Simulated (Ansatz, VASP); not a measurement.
# One calculation of AlRu, two programs

```
CELL_PARAMETERS angstrom
3.00408 0.00000 0.00000
0.00000 3.00408 0.00000
0.00000 0.00000 3.04915
ATOMIC_POSITIONS crystal
Al 0.00000 0.00000 0.00000
Ru 0.50000 0.50000 0.50000
```

Change from the starting cell: strain +0.000 along x and y, +0.015 along z, atoms carried along.

Alike in both runs: task single point; functional PBE; k mesh 20 × 20 × 20; occupations gaussian, width 0.15 eV; no spin polarisation.

|  | VASP | Ansatz |
| --- | --- | --- |
| version | VASP 6.6.1 | Ansatz 0.2.0 |
| potentials or method | VASP PAW PBE potentials, release 64 (Al, Ru_pv), cutoff 520 eV | scalar-relativistic, plane waves, PAW |
| valence electrons in the cell | 17 | 19 |

Ansatz gave:

```
gap on the k mesh at the Fermi level (eV)                     : none
pressure (GPa)                                                : -2.9
traceless stress, the component that is largest in VASP (GPa) : -1.56
```

Problem. Which values does VASP return?

Solution. gap on the k mesh at the Fermi level (eV): none; pressure (GPa): -3.0; traceless stress, the component that is largest in VASP (GPa): -1.57.

A gap of «none» marks a metal or a gap that the smearing closes. VASP's potentials hold 17 valence electrons a cell and Ansatz's 19, so a difference there can come from the potentials and not from the codes.
